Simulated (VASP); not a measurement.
**H2C18O: single point with PBEsol**

H2C18O, a slab with vacuum:

```
CELL_PARAMETERS angstrom
7.39800 0.00000 0.00000
-3.69900 6.40686 0.00000
0.00000 0.00000 12.00000
ATOMIC_POSITIONS crystal
C 0.99780 0.99527 0.06324
C 0.21846 0.10570 0.06327
C 0.99574 0.32854 0.06309
C 0.22059 0.44090 0.06319
C 0.99760 0.66392 0.06318
C 0.21859 0.77437 0.06328
C 0.32887 0.99507 0.06336
C 0.55386 0.10768 0.06345
C 0.33094 0.33061 0.06324
C 0.55195 0.44111 0.06323
C 0.33104 0.66189 0.06326
C 0.55173 0.77214 0.06334
C 0.66431 0.99718 0.06346
C 0.88551 0.10785 0.06322
C 0.66450 0.32880 0.06322
C 0.88521 0.43907 0.06307
C 0.66238 0.66177 0.06325
C 0.88729 0.77426 0.06323
O 0.74977 0.13503 0.33843
H 0.69556 0.09177 0.26328
H 0.63705 0.13833 0.37803
```

| Property | Result |
| --- | --- |
| Program | VASP 6.6.1 |
| Task | single point |
| Functional | PBEsol |
| Potentials or basis | VASP PAW PBE potentials, release 64 (C, O, H) |
| Cutoff | 520 eV |
| k mesh | 2 × 2 × 1 |
| Occupations | gaussian, width 0.05 eV |
| Spin | no spin polarisation |
| Dipole correction | no |
| Further INCAR settings | LREAL = Auto; ALGO = Normal; EDIFF = 1e-06; NBANDS = 56 |

```
Largest force          : 0.156 eV/Å
Band gap on the k mesh : 0.21 eV
```

Forces in eV/Å, atoms in the order of the input:
```
C   -0.005  0.011 -0.002
C   -0.006  0.011  0.001
C    0.010  0.004 -0.002
C   -0.007 -0.003 -0.004
C    0.001 -0.006  0.000
C    0.006 -0.004  0.001
C    0.008  0.002  0.002
C   -0.007 -0.010 -0.008
C   -0.006 -0.006  0.000
C    0.004  0.001  0.000
C   -0.006  0.000  0.000
C    0.001  0.002  0.001
C   -0.001 -0.006  0.004
C    0.002  0.000  0.000
C   -0.004  0.001  0.000
C    0.004  0.001  0.002
C    0.007  0.004 -0.004
C   -0.004 -0.003  0.001
O    0.102  0.023  0.039
H    0.007 -0.038 -0.143
H   -0.107  0.017  0.112
```

Levels at points of the mesh, in eV from the valence-band top:
```csv
k point,band 38,band 39,band 40,band 41,band 42,band 43
"(0.00, 0.00, 0.00)",-2.40,-0.01,0.00,0.21,0.22,3.29
"(0.50, 0.00, 0.00)",-2.52,-2.37,-2.25,1.75,2.56,2.60
"(0.00, 0.50, 0.00)",-2.52,-2.37,-2.25,1.76,2.57,2.60
"(0.50, 0.50, 0.00)",-2.53,-2.37,-2.25,1.75,2.57,2.58
```

Run time: 3.2 min on 1 thread of AMD EPYC 9R45 96-Core Processor (Zen 5) (shared host), peak memory 0.56 GiB.

Caveat: the k points lie up to 0.49 Å⁻¹ apart; the PAW data sets were made with another functional, which shifts forces and pressure a little.
